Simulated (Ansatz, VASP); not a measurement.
## HfO2: VASP beside Ansatz

Contents of INCAR:

```
SYSTEM = HfO2
PREC = Accurate
ENCUT = 600
EDIFF = 1E-7
ISMEAR = -1
SIGMA = 0.05
LREAL = .FALSE.
LASPH = .TRUE.
NELM = 100
ALGO = Normal
ISIF = 3
LWAVE = .FALSE.
LCHARG = .FALSE.
GGA = PS
IBRION = 2
NSW = 80
EDIFFG = -0.005
```

Contents of KPOINTS:

```
Automatic mesh
0
G
  9 9 9
  0 0 0
```

The input POSCAR:

```
HfO2
1.0
    0.0000000000      2.5575000000      2.5575000000
    2.5575000000      0.0000000000      2.5575000000
    2.5575000000      2.5575000000      0.0000000000
Hf O
1 2
Direct
    0.0000000000      0.0000000000      0.0000000000
    0.7500000000      0.7500000000      0.7500000000
    0.2500000000      0.2500000000      0.2500000000
```

input.yaml

```yaml
crystal:
  lattice:
    - [0.0, 2.5575, 2.5575]
    - [2.5575, 0.0, 2.5575]
    - [2.5575, 2.5575, 0.0]
  atoms:
    - { symbol: Hf, position: [0.0, 0.0, 0.0] }
    - { symbol: O, position: [0.75, 0.75, 0.75] }
    - { symbol: O, position: [0.25, 0.25, 0.25] }
kpoints:
  mp_grid: { grid: [9, 9, 9] }
scf:
  occupations: { method: fermi_dirac, width: 0.05 }
hamiltonian:
  xc: pbesol
  pseudopotentials: { kind: all_electron, lapw: { basis_error: 0.002 } }
output:
  forces: true
  stress: true
relax:
  f_tol: 0.005
  max_steps: 60
  cell: {}
```

Alike in both runs: task relaxation of cell and atoms; functional PBEsol; k mesh 9 × 9 × 9; occupations fermi-dirac, width 0.05 eV; no spin polarisation.

|  | VASP | Ansatz |
| --- | --- | --- |
| version | VASP 6.6.1 | Ansatz 0.2.0 |
| potentials or method | VASP PAW PBE potentials, release 64 (Hf_pv, O), cutoff 600 eV | all-electron LAPW, scalar-relativistic |

```tsv
	VASP	Ansatz	Ansatz less VASP
relaxed volume (Å³/atom)	10.53	10.69	+0.160
relaxed cell length with the largest relative difference (Å)	3.549	3.567	+0.0179
```

VASP's potentials were made for PBE, not for PBEsol. Ansatz ran all-electron here, and VASP with PAW potentials.

Spin-orbit coupling is off throughout.
